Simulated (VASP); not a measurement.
Runs of VASP 6.6.1 on SbPt. The structure is that of space group P6_3/mmc (No. 194), or close to it. The cells are those of the table. 

```csv
cell,gap on the mesh (eV),pressure (GPa)
"a = 3.985, b = 3.985, c = 5.349 Å, angles 90.0, 90.0, 120.0°, 4 atoms",none,24.3
"a = 4.086, b = 4.086, c = 5.434 Å, angles 90.0, 90.0, 120.0°, 4 atoms",none,(b)
"a = 4.037, b = 4.037, c = 5.390 Å, angles 90.0, 90.0, 120.0°, 4 atoms",none,16.4
"a = 4.135, b = 4.135, c = 5.477 Å, angles 90.0, 90.0, 120.0°, 4 atoms",none,4.4
"a = 4.333, b = 4.333, c = 5.655 Å, angles 90.0, 90.0, 120.0°, 4 atoms",none,(a)
```

Alike in all rows: task single point; level r2SCAN; potentials or basis VASP PAW PBE potentials, release 64 (Sb, Pt); no spin polarisation; k mesh 12 × 12 × 8; cutoff (eV) 520; smearing gaussian 0.1 eV.

Question: Estimate the missing entries.

Answer: (a) -10.4; (b) 9.9.

Caveats: the PAW data sets were made with another functional, which shifts forces and pressure a little; spin-orbit coupling is left out, which moves the levels of the heavy elements; the cell stands under pressure (at least some runs); the cell stands under tension (at least some runs).

A k mesh can miss the band edges, and the runs leave out spin-orbit coupling on Pt, Sb.

A gap of «none» marks levels without a gap at the run's occupations.
